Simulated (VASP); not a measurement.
# Mg3Sb2 (P-3m1) in VASP: further runs

Mg3Sb2 is run at these levels: PBEsol, LDA, r2SCAN; tasks: relaxation of cell and atoms, single point.

Program: VASP 6.6.1. These are calculated values, not measurements. Logs are shortened: lines on timing, memory, paths and dates and some standing lists are left out, and cuts for length are marked.

## Step 1: The cell of the first run

The structure is trigonal, space group P-3m1 (No. 164). The conventional cell has a = 4.582 Å, b = 4.582 Å, c = 7.244 Å, α = 90.00°, β = 90.00°, γ = 120.00°. Within 3.8 Å of Mg (site symmetry 3m) lie 4 Sb at 2.82 to 2.86 Å and 6 Mg at 3.25 to 3.77 Å. Mg (site symmetry -3m) has 6 Sb at 3.15 Å and 6 Mg at 3.77 Å within 4.1 Å. Sb (site symmetry 3m) has 7 Mg at 2.82 to 3.15 Å within 3.7 Å.

## Step 2: Relaxation of cell and atoms, PBEsol

INCAR

```
SYSTEM = Mg3Sb2
PREC     = Accurate       ! precision mode
ENCUT    = 600            ! plane-wave cutoff, eV
EDIFF    = 1E-7           ! SCF threshold, eV
ISMEAR   = -1             ! smearing method
SIGMA    = 0.02           ! smearing width, eV
LREAL    = .FALSE.        ! projectors in reciprocal space
LASPH    = .TRUE.         ! aspherical terms in the spheres
NELM     = 120            ! most SCF steps
ALGO     = Normal         ! electronic algorithm
ISIF     = 3              ! what is computed and relaxed
LWAVE    = .FALSE.        ! write WAVECAR
LCHARG   = .FALSE.        ! write CHGCAR
GGA      = PS             ! functional
IBRION   = 2              ! ionic algorithm
NSW      = 80             ! ionic steps
EDIFFG   = -0.01          ! ionic threshold
GGA_COMPAT= .FALSE.      
NELMIN   = 4
```

KPOINTS

```
Automatic mesh
0
G
  6 6 4
  0 0 0
```

POSCAR

```
Mg3Sb2
1.0
    4.5820000000      0.0000000000      0.0000000000
   -2.2910000000      3.9681284000      0.0000000000
    0.0000000000      0.0000000000      7.2440000000
Mg Sb
3 2
Direct
    0.3333333300      0.6666666700      0.6300000000
    0.6666666700      0.3333333300      0.3700000000
    0.0000000000      0.0000000000      0.0000000000
    0.3333333300      0.6666666700      0.2350000000
    0.6666666700      0.3333333300      0.7650000000
```

Potentials or basis: VASP PAW PBE potentials, release 64 (Mg, Sb).

The run is started by

```
$ cat potpaw_PBE.64/Mg/POTCAR potpaw_PBE.64/Sb/POTCAR > POTCAR
$ mpirun -np 1 vasp_std > vasp.out
```

OUTCAR:

```text
SYSTEM = Mg3Sb2
   PREC = Accurate
   ENCUT = 600
   EDIFF = 1E-7
   ISMEAR = -1
   LREAL = .FALSE.
   LASPH = .TRUE.
   NELM = 120
   ISIF = 3
   GGA = PS
   IBRION = 2
   NSW = 80
   EDIFFG = -0.01
   NELMIN = 4

 ion  position               nearest neighbor table
   1  0.333  0.667  0.630-   5 2.82   5 2.82   5 2.82   4 2.86   2 3.25   2 3.25   2 3.25
   2  0.667  0.333  0.370-   4 2.82   4 2.82   4 2.82   5 2.86   1 3.25   1 3.25   1 3.25
   3  0.000  0.000  0.000-   4 3.15   5 3.15   4 3.15   5 3.15   5 3.15   4 3.15
   4  0.333  0.667  0.235-   2 2.82   2 2.82   2 2.82   1 2.86   3 3.15   3 3.15   3 3.15
   5  0.667  0.333  0.765-   1 2.82   1 2.82   1 2.82   2 2.86   3 3.15   3 3.15   3 3.15

  LATTYP: Found a hexagonal cell.
 ALAT       =     4.5820000000
 C/A-ratio  =     1.5809690092

  Lattice vectors:

 A1 = (   4.5820000000,   0.0000000000,   0.0000000000)
 A2 = (  -2.2910000000,   3.9681284000,   0.0000000000)
 A3 = (   0.0000000000,   0.0000000000,   7.2440000000)

Analysis of symmetry for initial positions (statically):
=====================================================================
 Subroutine PRICEL returns:
 Original cell was already a primitive cell.

 Routine SETGRP: Setting up the symmetry group for a
 hexagonal supercell.

 Subroutine GETGRP returns: Found 12 space group operations
 (whereof 12 operations were pure point group operations)
 out of a pool of 24 trial point group operations.

The static configuration has the point symmetry D_3d.

Analysis of symmetry for dynamics (positions and initial velocities):
=====================================================================
 Subroutine PRICEL returns:
 Original cell was already a primitive cell.

 Routine SETGRP: Setting up the symmetry group for a
 hexagonal supercell.

 Subroutine GETGRP returns: Found 12 space group operations
 (whereof 12 operations were pure point group operations)
 out of a pool of 24 trial point group operations.

The dynamic configuration has the point symmetry D_3d.

 Subroutine INISYM returns: Found 12 space group operations
 (whereof 12 operations are pure point group operations),
 and found     1 'primitive' translations

----------------------------------------------------------------------------------------

                                     Primitive cell

  volume of cell :     131.7101

  direct lattice vectors                    reciprocal lattice vectors
[... 85 lines left out ...]
   ICHARG =      2    charge: 1-file 2-atom 10-const
   ISPIN  =      1    spin polarized calculation?
   LNONCOLLINEAR =      F non collinear calculations
   LSORBIT =      F    spin-orbit coupling
   LASPH  =      T    aspherical Exc in radial PAW
   ENCUT  =  600.0 eV  44.10 Ry    6.64 a.u.   9.15  9.15 14.47*2*pi/ulx,y,z
   NELM   =    120;   NELMIN=  4; NELMDL= -5     # of ELM steps
   EDIFF  = 0.1E-06   stopping-criterion for ELM
   LREAL  =      F    real-space projection
   EDIFFG = -.1E-01   stopping-criterion for IOM
   NSW    =     80    number of steps for IOM
   IBRION =      2    ionic relax: 0-MD 1-quasi-New 2-CG
   NFREE  =      1    steps in history (QN), initial steepest desc. (CG)
   ISIF   =      3    stress and relaxation
   ISYM   =      2    0-nonsym 1-usesym 2-fastsym
   POTIM  = 0.5000    time-step for ionic-motion
   TEBEG  =    0.0;   TEEND  =   0.0 temperature during run
   PSTRESS=    0.0 pullay stress
   NELECT =      16.0000    total number of electrons
   NUPDOWN=      -1.0000    fix difference up-down
   EMIN   =  10.00;   EMAX   =-10.00  energy-range for DOS
   EFERMI =   0.00;   METHOD = LEGACY
   ISMEAR =    -1;   SIGMA  =   0.02  broadening in eV -4-tet -1-fermi 0-gaus
   EFERMI_NEDOS =   21; number of points for ismear=-14 and -15
   IALGO  =     38    algorithm
   IMIX   =      4    mixing-type and parameters
     AMIX     =   0.40;   BMIX     =  1.00
     AMIX_MAG =   1.60;   BMIX_MAG =  1.00
  volume/ion in A,a.u.               =      26.34       177.76
  Fermi-wavevector in a.u.,A,eV,Ry     =   0.810790  1.532171  8.944205  0.657381
  Thomas-Fermi vector in A             =   1.920030
   LORBIT       =      0    0 simple, 1 ext, 2 COOP (PROOUT), +10 PAW based schemes
   GGA     = PS    functional components
   LHFCALC =     F    Hartree Fock is set to
   AEXX    =    0.0000 exact exchange contribution
   IVDW    =     0    specifies the selected vdW correction
   LEPSILON=     F    determine dielectric tensor
   LRPA    =     F    only Hartree local field effects (RPA)
 conjugate gradient relaxation of ions
 non-spin polarized calculation
  energy-cutoff  :      600.00
  volume of cell :      131.71
 maximum number of plane-waves:      4414
 NGX is ok and might be reduce to    40
   NGX = 19   NGY = 19   NGZ = 29

--------------------------------------- Ionic step        1  -------------------------------------------

 number of electron      16.0000000 magnetization

 Free energy of the ion-electron system (eV)
  ---------------------------------------------------
  ext. energy  EPLUGINS =         0.00000000
  ---------------------------------------------------
  free energy    TOTEN  =       -16.10437750 eV

  energy without entropy =      -16.10436526  energy(sigma->0) =      -16.10437138

------------------------ aborting loop because EDIFF is reached ----------------------------------------

  FORCE on cell =-STRESS in cart. coord.  units (eV):
  Direction    XX          YY          ZZ          XY          YZ          ZX
  --------------------------------------------------------------------------------------
  -------------------------------------------------------------------------------------
  Total       -0.4761012     -0.4761012      0.0309206     -0.0000000      0.0000000     -0.0000000
  in kB       -5.7914944     -5.7914944      0.3761306     -0.0000000      0.0000000     -0.0000000
  external PRESSURE =      -3.7356194 kB  Pullay stress =       0.0000000 kB
[... 260 lines left out ...]
--------------------------------------- Ionic step        8  -------------------------------------------

 number of electron      16.0000000 magnetization

 Free energy of the ion-electron system (eV)
  ---------------------------------------------------
  ext. energy  EPLUGINS =         0.00000000
  ---------------------------------------------------
  free energy    TOTEN  =       -16.14820425 eV

  energy without entropy =      -16.14814119  energy(sigma->0) =      -16.14817272

 E-fermi :   4.6348     XC(G=0):  -8.9444

 val. band max:        4.5571244764   @ k =   0.0000   0.0000   0.0000
 cond. band min:       4.7308865196   @ k =   0.3333   0.3333   0.0000
 fundamental gap:      0.1737620432
 Fermi energy:         4.6347805681

 k-point     1 :       0.0000    0.0000    0.0000
  band No.  band energies     occupation
      1      -5.9022      2.00000
      2      -4.5935      2.00000
      3      -0.4912      2.00000
      4       3.3723      2.00000
      5       3.3723      2.00000
      6       4.0998      2.00000
      7       4.0998      2.00000
      8       4.5571      1.95965
      9       5.6292      0.00000
     10       5.6778      0.00000
     11       7.5231      0.00000
     12       7.5231      0.00000
[... 375 lines left out ...]
  FREE ENERGIE OF THE ION-ELECTRON SYSTEM (eV)
  ---------------------------------------------------
  free  energy   TOTEN  =       -16.1482042526 eV

  energy  without entropy=      -16.1481411889  energy(sigma->0) =      -16.14817272

 reached required accuracy - stopping structural energy minimisation
```

Wall time 1.9 min (1 thread of Intel Xeon 6975P-C (Granite Rapids), shared host); peak memory 0.34 GiB.

What came out:

```yaml
Free_energy: -16.1482 eV
Relaxed_volume: 25.82 Å³/atom
Relaxed_cell: a = 4.558 Å, b = 4.558 Å, c = 7.174 Å, α = 90.00°, β = 90.00°, γ = 120.00°
Space_group_after_relaxing_to_0.1_Å: P-3m1 (No. 164)
Energy_gained_by_relaxing: 8.8 meV/atom
Ionic_steps: 8
Pressure_after_relaxing: 0.0 GPa
Largest_force_after_relaxing: 0.007 eV/Å
Band_gap_on_the_k_mesh: 0.17 eV (least direct gap 1.07 eV)
```

Forces on the atoms (eV/Å):
```
Mg   0.000  0.000 -0.003
Mg   0.000  0.000  0.003
Mg   0.000  0.000  0.000
Sb   0.000  0.000  0.007
Sb   0.000  0.000 -0.007
```

The path:
```csv
step,energy change (eV),largest force (eV/Å),pressure (GPa),volume (Å³)
1,0.0000,0.4730,-0.37,131.71
2,-0.0228,0.3318,-0.14,130.54
3,-0.0360,0.1008,0.35,128.56
4,-0.0425,0.0325,-0.09,129.40
5,-0.0427,0.0336,-0.18,129.58
6,-0.0438,0.0094,0.05,128.90
7,-0.0438,0.0104,0.05,128.93
8,-0.0438,0.0068,-0.01,129.09
```

Final structure:
```
CELL_PARAMETERS angstrom
4.55814 0.00000 0.00000
-2.27907 3.94747 0.00000
0.00000 0.00000 7.17419
ATOMIC_POSITIONS crystal
Mg 0.33333 0.66667 0.63276
Mg 0.66667 0.33333 0.36724
Mg 0.00000 0.00000 0.00000
Sb 0.33333 0.66667 0.22362
Sb 0.66667 0.33333 0.77638
```

Caveat: the PAW data sets were made with another functional, which shifts forces and pressure a little; spin-orbit coupling is left out, which moves the levels of the heavy elements.

## Step 3: Relaxation of cell and atoms, LDA

INCAR

```
SYSTEM = Mg3Sb2
PREC = Accurate
ENCUT = 600
EDIFF = 1E-7
ISMEAR = -1
SIGMA = 0.02
LREAL = .False.
LASPH = .True.
NELM = 120
ALGO = Normal
ISIF = 3
LWAVE = .False.
LCHARG = .False.
IBRION = 2
NSW = 80
EDIFFG = -0.01
GGA_COMPAT = .False.
NELMIN = 4
```

KPOINTS

```
regular mesh
0
Gamma
  6 6 4
  0 0 0
```

POSCAR is that of step 2.

Potentials or basis: VASP PAW LDA potentials, release 64 (Mg, Sb).

The run is started by

```
$ cat potpaw_LDA.64/Mg/POTCAR potpaw_LDA.64/Sb/POTCAR > POTCAR
$ mpirun -np 1 vasp_std > vasp.out
```

Wall time 89 s (1 thread of Intel Xeon 6975P-C (Granite Rapids), shared host); peak memory 0.27 GiB.

Results (log left out):

* Free energy: -17.0811 eV
* Relaxed volume: 24.95 Å³/atom
* Relaxed cell: a = 4.503 Å, b = 4.503 Å, c = 7.105 Å, α = 90.00°, β = 90.00°, γ = 120.00°
* Space group after relaxing (to 0.1 Å): P-3m1 (No. 164)
* Energy gained by relaxing: 15.8 meV/atom
* Ionic steps: 8
* Pressure after relaxing: 0.0 GPa
* Largest force after relaxing: 0.004 eV/Å
* Band gap on the k mesh: 0.14 eV (least direct gap 1.20 eV)

Forces on the atoms (eV/Å):
```
Mg   0.000  0.000 -0.004
Mg   0.000  0.000  0.004
Mg   0.000  0.000  0.000
Sb   0.000  0.000  0.001
Sb   0.000  0.000 -0.001
```

Step by step:
```tsv
step	energy change (eV)	largest force (eV/Å)	pressure (GPa)	volume (Å³)
1	0.0000	0.3693	-1.99	131.71
2	-0.0548	0.3851	0.07	125.58
3	-0.0557	0.3871	0.39	124.75
4	-0.0699	0.2255	0.21	124.75
5	-0.0771	0.0353	0.01	124.76
6	-0.0771	0.0380	0.00	124.76
7	-0.0787	0.0123	-0.04	124.77
8	-0.0788	0.0036	-0.05	124.77
```

Final structure:
```
Mg Sb
1.0
     4.50296    0.00000    0.00000
    -2.25148    3.89968    0.00000
     0.00000    0.00000    7.10536
Mg Sb
3 2
Direct
  0.33333 0.66667 0.63247
  0.66667 0.33333 0.36753
  0.00000 0.00000 0.00000
  0.33333 0.66667 0.22406
  0.66667 0.33333 0.77594
```

Levels at points of the mesh, in eV from the valence-band top:
| k point | band 5 | band 6 | band 7 | band 8 | band 9 | band 10 | band 11 | band 12 |
| --- | --- | --- | --- | --- | --- | --- | --- | --- |
| (0.00, 0.00, 0.00) | -1.20 | -0.45 | -0.45 | 0.00 | 1.20 | 1.20 | 3.01 | 3.01 |
| (0.50, 0.00, 0.00) | -3.45 | -2.46 | -2.35 | -0.96 | 0.28 | 1.96 | 2.10 | 2.76 |
| (0.00, 0.00, 0.50) | -0.84 | -0.84 | -0.83 | -0.83 | 1.74 | 1.90 | 2.66 | 2.66 |
| (0.50, 0.00, 0.50) | -2.02 | -1.76 | -1.74 | -1.64 | 0.44 | 1.23 | 1.69 | 2.09 |

Caveat: spin-orbit coupling is left out, which moves the levels of the heavy elements. A k mesh can miss the band edges.

## Step 4: Relaxation of cell and atoms, r2SCAN

POSCAR is that of step 3.

INCAR.step1

```
PREC = Accurate
ENCUT = 660
ISMEAR = -1
SIGMA = 0.02
LREAL = False
LASPH = True
NELM = 120
GGA = PE
ALGO = Normal
EDIFF = 1E-5
LWAVE = True
LCHARG = False
GGA_COMPAT = False
IBRION = 2
ISIF = 3
EDIFFG = -0.005
NELMIN = 4
NSW = 100
```

INCAR.step2

```
PREC = Accurate
ENCUT = 660
EDIFF = 1E-7
ISMEAR = -1
SIGMA = 0.02
LREAL = False
LASPH = True
NELM = 120
ALGO = Normal
ISIF = 3
LWAVE = False
LCHARG = False
METAGGA = R2SCAN
LMIXTAU = True
IBRION = 2
NSW = 80
EDIFFG = -0.01
ISTART = 1
GGA_COMPAT = False
NELMIN = 4
```

KPOINTS

```
regular mesh
0
Gamma
  6 6 4
```

Potentials or basis: VASP PAW PBE potentials, release 64 (Mg, Sb).

The run is started by

```
$ cat potpaw_PBE.64/Mg/POTCAR potpaw_PBE.64/Sb/POTCAR > POTCAR
$ cp INCAR.step1 INCAR
$ mpirun -np 1 vasp_std > vasp.out
$ cp INCAR.step2 INCAR
$ mpirun -np 1 vasp_std > vasp.out
```

Wall time 8.9 min (1 thread of Intel Xeon 6975P-C (Granite Rapids), shared host); peak memory 0.39 GiB.

It converged, with:

```
Free energy                           : -66.2532 eV
Relaxed volume                        : 26.18 Å³/atom
Relaxed cell                          : a = 4.569 Å, b = 4.569 Å, c = 7.243 Å, α = 90.00°, β = 90.00°, γ = 120.00°
Space group after relaxing (to 0.1 Å) : P-3m1 (No. 164)
Energy gained by relaxing             : 4.2 meV/atom
Ionic steps                           : 6
Pressure after relaxing               : 0.0 GPa
Largest force after relaxing          : 0.009 eV/Å
Band gap on the k mesh                : 0.56 eV (least direct gap 1.74 eV)
```

Forces in eV/Å, atoms in the order of the input:
```
Mg   0.000  0.000  0.009
Mg   0.000  0.000 -0.009
Mg   0.000  0.000  0.000
Sb   0.000  0.000  0.007
Sb   0.000  0.000 -0.007
```

The path:
```
step  energy change (eV)  largest force (eV/Å)  pressure (GPa)  volume (Å³)
   1              0.0000                0.3543            0.03       131.71
   2             -0.0134                0.1997           -0.13       131.82
   3             -0.0172                0.0625           -0.27       131.92
   4             -0.0202                0.0312            0.03       130.93
   5             -0.0206                0.0159            0.17       130.47
   6             -0.0212                0.0093           -0.03       130.92
```

Final structure:
```yaml
crystal:
  lattice:
    - [4.56853, 0.00000, 0.00000]
    - [-2.28426, 3.95646, 0.00000]
    - [0.00000, 0.00000, 7.24298]
  atoms:
    - { symbol: Mg, position: [0.33333, 0.66667, 0.63309] }
    - { symbol: Mg, position: [0.66667, 0.33333, 0.36691] }
    - { symbol: Mg, position: [0.00000, 0.00000, 0.00000] }
    - { symbol: Sb, position: [0.33333, 0.66667, 0.22822] }
    - { symbol: Sb, position: [0.66667, 0.33333, 0.77178] }
```

Levels at points of the mesh, in eV from the valence-band top:
```tsv
k point	band 6	band 7	band 8	band 9	band 10	band 11
(0.00, 0.00, 0.00)	-0.41	-0.41	0.00	1.77	1.78	3.42
(0.50, 0.00, 0.00)	-2.39	-2.20	-0.95	0.79	2.43	2.46
(0.00, 0.00, 0.50)	-0.83	-0.76	-0.76	2.29	2.46	3.06
(0.50, 0.00, 0.50)	-1.73	-1.69	-1.58	0.87	1.67	2.15
```

Caveat: the PAW data sets were made with another functional, which shifts forces and pressure a little; spin-orbit coupling is left out, which moves the levels of the heavy elements. A k mesh can miss the band edges.

## Step 5: Single point, LDA

This run uses another cell than the first one, of 24.95 Å³/atom.

INCAR

```
ALGO = Normal
EDIFF = 1E-6
ENCUT = 600
GGA = CA
GGA_COMPAT = F
ISIF = 2
ISMEAR = -1
LASPH = T
LCHARG = T
LELF = T
LREAL = F
LVHAR = T
LWAVE = F
NBANDS = 16
NELM = 120
PREC = Accurate
SIGMA = 0.02
```

KPOINTS

```
k-points
0
Gamma
  6 6 4
```

POSCAR

```
Mg3Sb2
1.0
    4.5022334171      0.0000000000      0.0000000000
   -2.2511167086      3.8990485130      0.0000000000
    0.0000000000      0.0000000000      7.1057673877
Mg Sb
3 2
Direct
    0.3333333333      0.6666666667      0.6324077804
    0.6666666667      0.3333333333      0.3675922196
    0.0000000000      0.0000000000      0.0000000000
    0.3333333333      0.6666666667      0.2244832646
    0.6666666667      0.3333333333      0.7755167354
```

Potentials or basis: VASP PAW LDA potentials, release 64 (Mg, Sb).

The run is started by

```
$ cat potpaw_LDA.64/Mg/POTCAR potpaw_LDA.64/Sb/POTCAR > POTCAR
$ mpirun -np 1 vasp_std > vasp.out
```

Wall time 46 s (1 thread of Intel Xeon 6975P-C (Granite Rapids), shared host); peak memory 0.24 GiB.

The run converged. Its results:

```yaml
Free_energy: -17.0809 eV
Pressure: 0.0 GPa
Largest_force: 0.020 eV/Å
Band_gap_on_the_k_mesh: 0.14 eV (least direct gap 1.20 eV)
```

Forces on the atoms (eV/Å):
```
Mg   0.000  0.000  0.000
Mg   0.000  0.000  0.000
Mg   0.000  0.000  0.000
Sb   0.000  0.000 -0.020
Sb   0.000  0.000  0.020
```

Levels at points of the mesh, in eV from the valence-band top:
```csv
k point,band 6,band 7,band 8,band 9,band 10,band 11
"(0.00, 0.00, 0.00)",-0.45,-0.45,0.00,1.20,1.21,3.02
"(0.50, 0.00, 0.00)",-2.46,-2.35,-0.96,0.29,1.97,2.10
"(0.00, 0.00, 0.50)",-0.84,-0.82,-0.82,1.75,1.91,2.66
"(0.50, 0.00, 0.50)",-1.76,-1.74,-1.64,0.44,1.24,1.69
```

Caveat: spin-orbit coupling is left out, which moves the levels of the heavy elements.

[end of part 1 of 2]
